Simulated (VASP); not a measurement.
Wanted: the native input for a VASP 6.6.1 run.

| Quantity | Value |
| --- | --- |
| Task | single point |
| Functional | PBE |
| Potentials or basis | VASP PAW PBE potentials, release 64 (Ta_pv) |
| Cutoff | 520 eV |
| k mesh | 6 × 6 × 1 |
| Occupations | gaussian, width 0.1 eV |
| Spin | no spin polarisation |
| Dipole correction | yes |
| Further INCAR settings | ALGO = Normal; EDIFF = 1e-06; NBANDS = 42 |

The structure of Ta lies in POSCAR:

```
Ta
1.0
    4.6937283334      0.0000000000      0.0000000000
   -2.3468641667      4.0648879751      0.0000000000
    0.0000000000      0.0000000000     19.9881921067
Ta
6
Direct
    0.6666666667      0.3333333333      0.2001181487
    0.3333333333      0.6666666667      0.2480516125
    0.0000000000      0.0000000000      0.2959850764
    0.6666666667      0.3333333333      0.3401842440
    0.3333333333      0.6666666667      0.3819724415
    0.0000000000      0.0000000000      0.4246603225
```

These files were run (other wordings do the same):

INCAR

```
SYSTEM = Ta
PREC     = Accurate       ! precision mode
ENCUT    = 520            ! plane-wave cutoff, eV
EDIFF    = 1E-6           ! SCF threshold, eV
ISMEAR   = 0              ! smearing method
SIGMA    = 0.1            ! smearing width, eV
LREAL    = .False.        ! projectors in reciprocal space
LASPH    = .True.         ! aspherical terms in the spheres
NELM     = 60             ! most SCF steps
ALGO     = Normal         ! electronic algorithm
ISIF     = 2              ! what is computed and relaxed
LWAVE    = .False.        ! write WAVECAR
LCHARG   = .False.        ! write CHGCAR
LDIPOL   = .True.       
IDIPOL   = 3            
DIPOL    = 0.5 0.5 0.315
GGA      = PE             ! functional
NBANDS   = 42             ! bands
```

KPOINTS

```
Automatic mesh
0
Gamma
  6 6 1
  0 0 0
```

Potentials or basis: VASP PAW PBE potentials, release 64 (Ta_pv).

Command:

```bash
$ cat potpaw_PBE.64/Ta_pv/POTCAR > POTCAR
$ mpirun -np 1 vasp_std > vasp.out
```

Results of the run:

```yaml
Largest_force: 1.910 eV/Å
```

Run time: 4.6 min on 1 thread of AMD EPYC 7R43 64-Core Processor (Zen 3), with other jobs on the host, peak memory 0.42 GiB.
